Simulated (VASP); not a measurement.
Crystal: NaCl.

```
CELL_PARAMETERS angstrom
0.00000 2.84758 2.84758
2.84758 0.00000 2.84758
2.84758 2.84758 0.00000
ATOMIC_POSITIONS crystal
Na 0.00000 0.00000 0.00000
Cl 0.50000 0.50000 0.50000
```

```yaml
Program: VASP 6.6.1
Task: relaxation of cell and atoms
Functional: PBEsol
Potentials_or_basis: VASP PAW PBE potentials, release 64 (Na_pv, Cl)
Cutoff: 600 eV
k_mesh: 8 × 8 × 8
Occupations: fermi-dirac, width 0.02 eV
Spin: no spin polarisation
```

At the start: pressure -1.1 GPa; volume 23.09 Å³/atom.

Q: How do energy, volume and symmetry change on relaxing?

A: Over 4 steps the energy falls by 3.9 meV/atom and the volume is 22.01 Å³/atom (-4.7 %); space group Fm-3m (No. 225, to 0.1 Å) before and after.

The path:
| step | energy change (eV) | largest force (eV/Å) | pressure (GPa) | volume (Å³) |
| --- | --- | --- | --- | --- |
| 1 | 0.0000 | 0.0000 | -1.11 | 46.18 |
| 2 | -0.0057 | 0.0000 | -0.61 | 45.12 |
| 3 | -0.0078 | 0.0000 | -0.04 | 44.08 |
| 4 | -0.0078 | 0.0000 | 0.01 | 44.02 |

Final structure:
```xyz
2
Lattice="0.0000 2.8024 2.8024 2.8024 0.0000 2.8024 2.8024 2.8024 0.0000" Properties=species:S:1:pos:R:3 pbc="T T T"
Na    5.6048    5.6048    5.6048
Cl    2.8024    2.8024    2.8024
```

Caveat: the PAW data sets were made with another functional, which shifts forces and pressure a little.
